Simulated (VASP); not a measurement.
# Mo in VASP: single point with r2SCAN

Aim: the single point of Mo with r2SCAN.

Program: VASP 6.6.1. These are calculated values, not measurements. Logs are shortened: lines on timing, memory, paths and dates and some standing lists are left out, and cuts for length are marked.

## 1. The cell of the first run

The typed cell holds 1 atom: a = 2.770 Å, b = 2.770 Å, c = 3.199 Å, α = 54.73°, β = 54.73°, γ = 70.53°.

## 2. Single point, r2SCAN

The input, POSCAR:

```
Mo
1.0
    0.0000000000      2.2618748894      1.5991455468
    2.2618748894      0.0000000000      1.5991455468
    2.2618748894      2.2618748894      0.0000000000
Mo
1
Direct
    0.0000000000      0.0000000000      0.0000000000
```

The input, INCAR.step1:

```
SYSTEM = Mo
PREC = Accurate
ENCUT = 520
ISMEAR = 0
SIGMA = 0.15
LREAL = .FALSE.
LASPH = .TRUE.
NELM = 80
NBANDS = 13
GGA = PE
ALGO = Normal
EDIFF = 1E-4
LWAVE = .TRUE.
LCHARG = .FALSE.
```

The input, INCAR.step2:

```
SYSTEM = Mo
PREC = Accurate
ENCUT = 520
EDIFF = 1E-6
ISMEAR = 0
SIGMA = 0.15
LREAL = .FALSE.
LASPH = .TRUE.
NELM = 80
ALGO = Normal
ISIF = 2
LWAVE = .FALSE.
LCHARG = .TRUE.
METAGGA = R2SCAN
LMIXTAU = .TRUE.
LELF = .TRUE.
LVHAR = .TRUE.
NBANDS = 13
ISTART = 1
```

The input, KPOINTS:

```
Automatic mesh
0
G
  22 22 22
  0 0 0
```

Potentials or basis: VASP PAW PBE potentials, release 64 (Mo_sv).

Run with:

```
cat potpaw_PBE.64/Mo_sv/POTCAR > POTCAR
cp INCAR.step1 INCAR
mpirun -np 1 vasp_std > vasp.out
cp INCAR.step2 INCAR
mpirun -np 1 vasp_std > vasp.out
```

OUTCAR:

```text
SYSTEM = Mo
   PREC = Accurate
   ENCUT = 520
   EDIFF = 1E-6
   ISMEAR = 0
   LREAL = .FALSE.
   LASPH = .TRUE.
   NELM = 80
   ISIF = 2
   METAGGA = R2SCAN
   ISTART = 1

 ion  position               nearest neighbor table
   1  0.000  0.000  0.000-

  LATTYP: Found a body centered tetragonal cell.
 ALAT       =     3.1987741450
 C/A-ratio  =     0.9998489886

  Lattice vectors:

 A1 = (   0.0000000000,  -2.2618748894,  -1.5991455468)
 A2 = (   0.0000000000,   2.2618748894,  -1.5991455468)
 A3 = (   2.2618748894,   0.0000000000,   1.5991455468)

Analysis of symmetry for initial positions (statically):
=====================================================================
 Subroutine PRICEL returns:
 Original cell was already a primitive cell.

 Routine SETGRP: Setting up the symmetry group for a
 body centered tetragonal supercell.

 Subroutine GETGRP returns: Found 16 space group operations
 (whereof 16 operations were pure point group operations)
 out of a pool of 16 trial point group operations.

The static configuration has the point symmetry D_4h.

Analysis of symmetry for dynamics (positions and initial velocities):
=====================================================================
 Subroutine PRICEL returns:
 Original cell was already a primitive cell.

 Routine SETGRP: Setting up the symmetry group for a
 body centered tetragonal supercell.

 Subroutine GETGRP returns: Found 16 space group operations
 (whereof 16 operations were pure point group operations)
 out of a pool of 16 trial point group operations.

The dynamic configuration has the point symmetry D_4h.

 Subroutine INISYM returns: Found 16 space group operations
 (whereof 16 operations are pure point group operations),
 and found     1 'primitive' translations

----------------------------------------------------------------------------------------

                                     Primitive cell

  volume of cell :      16.3627

  direct lattice vectors                    reciprocal lattice vectors
     0.000000000  2.261874889  1.599145547    -0.221055551  0.221055551  0.312666975
     2.261874889  0.000000000  1.599145547     0.221055551 -0.221055551  0.312666975
     2.261874889  2.261874889  0.000000000     0.221055551  0.221055551 -0.312666975

  length of vectors
     2.770080233  2.770080233  3.198774145     0.442144490  0.442144490  0.442144490

  position of ions in fractional coordinates (direct lattice)
     0.000000000  0.000000000  0.000000000

  ion indices of the primitive-cell ions
   primitive index   ion index
                 1           1

----------------------------------------------------------------------------------------

 KPOINTS: Automatic mesh

Automatic generation of k-mesh.
 Grid dimensions read from file:
 generate k-points for:   22   22   22

 Generating k-lattice:

  Cartesian coordinates                     Fractional coordinates (reciprocal lattice)
    -0.010047980  0.010047980  0.014212135     0.045454545  0.000000000  0.000000000
     0.010047980 -0.010047980  0.014212135     0.000000000  0.045454545  0.000000000
     0.010047980  0.010047980 -0.014212135     0.000000000  0.000000000  0.045454545

  Length of vectors
     0.020097477  0.020097477  0.020097477

  Shift w.r.t. Gamma in fractional coordinates (k-lattice)
     0.000000000  0.000000000  0.000000000

 Subroutine IBZKPT returns following result:
 ===========================================

 Found    834 irreducible k-points:

 Following reciprocal coordinates:
            Coordinates               Weight
  0.000000  0.000000  0.000000      1.000000
  0.045455 -0.000000  0.000000      8.000000
  0.090909 -0.000000  0.000000      8.000000
  0.136364 -0.000000  0.000000      8.000000
  0.181818  0.000000  0.000000      8.000000
  0.227273  0.000000  0.000000      8.000000
[... 16 lines left out ...]
  0.500000  0.045455  0.000000      8.000000
 -0.454545  0.045455  0.000000      8.000000
 [... further k-points ...]
   k-points           NKPTS =    834   k-points in BZ     NKDIM =    834   number of bands    NBANDS=     13
   number of dos      NEDOS =    301   number of ions     NIONS =      1
   total plane-waves  NPLWV =  13824
   dimension x,y,z NGX =    24 NGY =   24 NGZ =   24
   dimension x,y,z NGXF=    48 NGYF=   48 NGZF=   48
   ions per type =               1
   NGX,Y,Z   is equivalent  to a cutoff of  14.40, 14.40, 12.47 a.u.
   NGXF,Y,Z  is equivalent  to a cutoff of  28.81, 28.81, 24.95 a.u.
 SYSTEM =  Mo
   PREC   = accura    normal or accurate (medium, high low for compatibility)
   ISTART =      1    job   : 0-new  1-cont  2-samecut
   ICHARG =      0    charge: 1-file 2-atom 10-const
   ISPIN  =      1    spin polarized calculation?
   LNONCOLLINEAR =      F non collinear calculations
   LSORBIT =      F    spin-orbit coupling
   LASPH  =      T    aspherical Exc in radial PAW
   ENCUT  =  520.0 eV  38.22 Ry    6.18 a.u.   5.15  5.15  5.95*2*pi/ulx,y,z
   NELM   =     80;   NELMIN=  2; NELMDL=  0     # of ELM steps
   EDIFF  = 0.1E-05   stopping-criterion for ELM
   LREAL  =      F    real-space projection
   EDIFFG = 0.1E-04   stopping-criterion for IOM
   NSW    =      0    number of steps for IOM
   IBRION =     -1    ionic relax: 0-MD 1-quasi-New 2-CG
   NFREE  =      0    steps in history (QN), initial steepest desc. (CG)
   ISIF   =      2    stress and relaxation
   ISYM   =      2    0-nonsym 1-usesym 2-fastsym
   POTIM  = 0.5000    time-step for ionic-motion
   TEBEG  =    0.0;   TEEND  =   0.0 temperature during run
   PSTRESS=    0.0 pullay stress
   NELECT =      14.0000    total number of electrons
   NUPDOWN=      -1.0000    fix difference up-down
   EMIN   =  10.00;   EMAX   =-10.00  energy-range for DOS
   EFERMI =   0.00;   METHOD = LEGACY
   ISMEAR =     0;   SIGMA  =   0.15  broadening in eV -4-tet -1-fermi 0-gaus
   EFERMI_NEDOS =   21; number of points for ismear=-14 and -15
   IALGO  =     38    algorithm
   IMIX   =      4    mixing-type and parameters
     AMIX     =   0.40;   BMIX     =  1.00
     AMIX_MAG =   1.60;   BMIX_MAG =  1.00
  volume/ion in A,a.u.               =      16.36       110.42
  Fermi-wavevector in a.u.,A,eV,Ry     =   1.554172  2.936960 32.864208  2.415451
  Thomas-Fermi vector in A             =   2.658297
   LORBIT       =      0    0 simple, 1 ext, 2 COOP (PROOUT), +10 PAW based schemes
   METAGGA = R2SCAN    functional components
   LHFCALC =     F    Hartree Fock is set to
   AEXX    =    0.0000 exact exchange contribution
   IVDW    =     0    specifies the selected vdW correction
   LEPSILON=     F    determine dielectric tensor
   LRPA    =     F    only Hartree local field effects (RPA)
 non-spin polarized calculation
 Gauss-broadening in eV      SIGMA  =   0.15
  energy-cutoff  :      520.00
  volume of cell :       16.36
 maximum number of plane-waves:       466
 NGX is ok and might be reduce to    24
   NGX = 11   NGY = 11   NGZ = 11

 number of electron      13.9999999 magnetization

 Free energy of the ion-electron system (eV)
  ---------------------------------------------------
  ext. energy  EPLUGINS =         0.00000000
  ---------------------------------------------------
  free energy    TOTEN  =       -26.05949019 eV

  energy without entropy =      -26.05300474  energy(sigma->0) =      -26.05624746

 E-fermi :  11.8094     XC(G=0): -14.3490

 val. band max:       11.8036232887   @ k =  -0.4091   0.0909   0.1818
 cond. band min:      11.8101094091   @ k =  -0.1364   0.2727   0.1364
 fundamental gap:      0.0064861204
 Fermi energy:        11.8093717908

 k-point     1 :       0.0000    0.0000    0.0000
  band No.  band energies     occupation
      1     -51.4020      2.00000
      2     -23.9775      2.00000
      3     -23.9775      2.00000
      4     -23.9775      2.00000
      5       4.3139      2.00000
      6      10.4828      2.00000
      7      10.4845      2.00000
      8      10.4845      2.00000
      9      13.6567      0.00000
     10      13.6589      0.00000
     11      27.2474      0.00000
     12      27.2474      0.00000
     13      27.2504      0.00000

 k-point     2 :       0.0455   -0.0000    0.0000
  band No.  band energies     occupation
      1     -51.3971      2.00000
      2     -24.0057      2.00000
      3     -23.9862      2.00000
      4     -23.9777      2.00000
      5       4.4060      2.00000
      6      10.4320      2.00000
      7      10.4762      2.00000
      8      10.5681      2.00000
      9      13.5804      0.00000
     10      13.6580      0.00000
     11      27.3161      0.00000
     12      27.4012      0.00000
     13      27.4181      0.00000

 k-point     3 :       0.0909   -0.0000    0.0000
  band No.  band energies     occupation
      1     -51.3830      2.00000
      2     -24.0876      2.00000
      3     -24.0116      2.00000
      4     -23.9782      2.00000
      5       4.6744      2.00000
      6      10.2847      2.00000
      7      10.4434      2.00000
      8      10.8193      2.00000
      9      13.3873      0.00000
     10      13.6626      0.00000
     11      27.4887      0.00000
     12      27.8536      0.00000
     13      27.8615      0.00000
[... 305 lines left out ...]
 k-point    23 :       0.5000    0.0455    0.0000
  band No.  band energies     occupation
      1     -51.1546      2.00000
      2     -25.2744      2.00000
      3     -24.4039      2.00000
      4     -24.0057      2.00000
      5       6.5816      2.00000
      6       8.5448      2.00000
      7      12.5584      0.00000
      8      13.4470      0.00000
      9      14.9645      0.00000
     10      16.4122      0.00000
     11      23.3154      0.00000
     12      24.5177      0.00000
     13      29.3590      0.00000

 k-point    24 :      -0.4545    0.0455    0.0000
  band No.  band energies     occupation
      1     -51.1596      2.00000
      2     -25.2498      2.00000
      3     -24.3958      2.00000
      4     -24.0056      2.00000
      5       6.6131      2.00000
      6       8.5781      2.00000
      7      12.3580      0.00000
      8      13.4795      0.00000
      9      14.8345      0.00000
     10      16.2136      0.00000
     11      23.5996      0.00000
     12      24.6500      0.00000
     13      29.6641      0.00000

 [... further k-points ...]
[... 5 lines left out ...]
  --------------------------------------------------------------------------------------
  -------------------------------------------------------------------------------------
  Total       -1.0427326     -1.0427326     -1.0381114      0.0000000      0.0000000     -0.0000000
  in kB     -102.1006265   -102.1006265   -101.6481292      0.0000000      0.0000000     -0.0000000
  external PRESSURE =    -101.9497941 kB  Pullay stress =       0.0000000 kB

 VOLUME and BASIS-vectors are now :
 -----------------------------------------------------------------------------
  energy-cutoff  :      520.00
  volume of cell :       16.36
      direct lattice vectors                 reciprocal lattice vectors
     0.000000000  2.261874889  1.599145547    -0.221055551  0.221055551  0.312666975
     2.261874889  0.000000000  1.599145547     0.221055551 -0.221055551  0.312666975
     2.261874889  2.261874889  0.000000000     0.221055551  0.221055551 -0.312666975

 POSITION                                       TOTAL-FORCE (eV/Angst)
 -----------------------------------------------------------------------------------
      0.00000      0.00000      0.00000         0.000000      0.000000      0.000000
 -----------------------------------------------------------------------------------
    total drift:                               -0.000000      0.000000      0.000000

  FREE ENERGIE OF THE ION-ELECTRON SYSTEM (eV)
  ---------------------------------------------------
  free  energy   TOTEN  =       -26.0594901908 eV

  energy  without entropy=      -26.0530047367  energy(sigma->0) =      -26.05624746
```

Run time: 11 min. Hardware: 1 thread of Intel Xeon 8259CL, shared host; peak memory 0.28 GiB.

Results:

```
Free energy            : -26.0595 eV
Pressure               : -10.2 GPa
Band gap on the k mesh : zero (bands 7 and 8 overlap by 5.22 eV)
```

Levels at points of the mesh, in eV from the Fermi level:
```csv
k point,band 5,band 6,band 7,band 8,band 9,band 10
"(0.00, 0.00, 0.00)",-7.50,-1.33,-1.32,-1.32,1.85,1.85
"(0.50, 0.00, 0.00)",-5.30,-3.36,1.42,1.80,2.46,4.62
"(0.50, 0.50, 0.00)",-5.27,-5.27,3.89,3.89,3.89,9.12
"(0.50, 0.00, 0.50)",-5.30,-3.35,1.42,1.80,2.46,4.62
```

Caveat: the cell stands under tension; the PAW data sets were made with another functional, which shifts forces and pressure a little.
